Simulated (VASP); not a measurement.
Set up this calculation in VASP 6.6.1, as the native input.

- Task: relaxation of cell and atoms
- Functional: PBE
- Potentials or basis: VASP PAW PBE potentials, release 64 (Cd, Cl)
- Cutoff: 500 eV
- k mesh: 4 × 4 × 4
- Occupations: gaussian, width 0.1 eV
- Spin: no spin polarisation
- Dipole correction: no
- Further INCAR settings: ALGO = Normal; EDIFF = 1e-07; IBRION = 2; EDIFFG = -0.04; NSW = 90; ISIF = 3

The structure of CdCl3 lies in POSCAR:

```
CdCl3
1.0
    5.9690558600      0.0000000000      0.0000000000
    0.0000000000      5.9690558600      0.0000000000
    0.0000000000      0.0000000000      5.9690558600
Cd Cl
2 6
Direct
    0.5000000000      0.5000000000      0.5000000000
    0.0000000000      0.0000000000      0.0000000000
    0.0000000000      0.5000000000      0.7500000000
    0.5000000000      0.2500000000      0.0000000000
    0.7500000000      0.0000000000      0.5000000000
    0.0000000000      0.5000000000      0.2500000000
    0.5000000000      0.7500000000      0.0000000000
    0.2500000000      0.0000000000      0.5000000000
```

The cell was built from a structure type or drawn by symmetry, and may not be a known phase.

One way to write it, as run:

INCAR

```
SYSTEM = CdCl3
PREC = Accurate
ENCUT = 500
EDIFF = 1E-7
ISMEAR = 0
SIGMA = 0.1
LREAL = .False.
LASPH = .True.
NELM = 120
ALGO = Normal
ISIF = 3
LWAVE = .False.
LCHARG = .False.
GGA = PE
IBRION = 2
NSW = 90
EDIFFG = -0.04
GGA_COMPAT = .False.
NELMIN = 4
```

KPOINTS

```
regular mesh
0
Gamma
  4 4 4
  0 0 0
```

Potentials or basis: VASP PAW PBE potentials, release 64 (Cd, Cl).

Launch:

```console
$ cat potpaw_PBE.64/Cd/POTCAR potpaw_PBE.64/Cl/POTCAR > POTCAR
$ mpirun -np 1 vasp_std > vasp.out
```

Results of the run:

The relaxed volume is 21.30 Å³/atom and the relaxed cell is a = 5.544 Å, b = 5.544 Å, c = 5.544 Å, α = 90.00°, β = 90.00°, γ = 90.00°. The space group after relaxing (to 0.1 Å) is Pm-3n (No. 223). The energy gained by relaxing is 120.3 meV/atom, the ionic steps are 4 and the pressure after relaxing is 0.0 GPa. The band gap on the k mesh is zero (bands 33 and 34 overlap by 2.17 eV).

Caveat: the volume moved by over 15 % at a fixed basis, so the end points are rough.

Wall time 100 s on 1 thread of Intel(R) Xeon(R) 6975P-C (Granite Rapids), with other jobs on the host, peak memory 0.36 GiB.
